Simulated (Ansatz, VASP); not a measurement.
## One calculation of NiO2, two programs

```
CELL_PARAMETERS angstrom
2.80385 0.00000 0.00000
-1.40193 2.42821 0.00000
0.00000 0.00000 4.08381
ATOMIC_POSITIONS crystal
Ni 0.00000 0.00000 0.50000
O 0.66667 0.33333 0.70674
O 0.33333 0.66667 0.29326
```

Alike in both runs: task single point; functional LDA; k mesh 12 × 12 × 6; occupations gaussian, width 0.05 eV; no spin polarisation.

|  | VASP | Ansatz |
| --- | --- | --- |
| version | VASP 6.6.1 | Ansatz 0.2.0 |
| potentials or method | VASP PAW LDA potentials, release 64 (Ni, O), cutoff 520 eV | scalar-relativistic, plane waves, PAW |
| valence electrons in the cell | 22 | 30 |

Ansatz gave:

| Property | Result |
| --- | --- |
| gap on the k mesh at the Fermi level (eV) | 0.65 |
| least direct gap on the mesh (eV) | 1.12 |
| pressure (GPa) | 5.2 |
| traceless stress, the component that is largest in VASP (GPa) | 5.66 |
| rms of the force components (eV/Å) | 0.533 |

Problem. What did VASP give for the same quantities?

Solution. gap on the k mesh at the Fermi level (eV): 0.62; least direct gap on the mesh (eV): 1.07; pressure (GPa): 6.4; traceless stress, the component that is largest in VASP (GPa): 4.79; rms of the force components (eV/Å): 0.570.

LDA's correlation is that of Perdew and Zunger in VASP and of Perdew and Wang (1992) in Ansatz. Atom by atom the forces differ by 0.037 eV/Å (rms over components). VASP's potentials hold 22 valence electrons a cell and Ansatz's 30, so a difference there can come from the potentials and not from the codes.
